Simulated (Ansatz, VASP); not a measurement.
# K2S in VASP and in Ansatz

```
K S
1.0
     0.00000    3.73147    3.73147
     3.73147    0.00000    3.73147
     3.73147    3.73147    0.00000
K S
2 1
Cartesian
  1.8657 1.8657 1.8657
  5.5972 5.5972 5.5972
  0.0000 0.0000 0.0000
```

Alike in both runs: task single point; functional LDA; k mesh 8 × 8 × 8; occupations gaussian, width 0.05 eV; no spin polarisation.

|  | VASP | Ansatz |
| --- | --- | --- |
| version | VASP 6.6.1 | Ansatz 0.2.0 |
| potentials or method | VASP PAW LDA potentials, release 64 (K_sv, S), cutoff 500 eV | scalar-relativistic, plane waves, PAW |
| valence electrons in the cell | 24 | 24 |

|  | VASP | Ansatz | Ansatz less VASP |
| --- | --- | --- | --- |
| pressure (GPa) | -2.0 | -2.0 | -0.04 |

LDA's correlation is that of Perdew and Zunger in VASP and of Perdew and Wang (1992) in Ansatz.
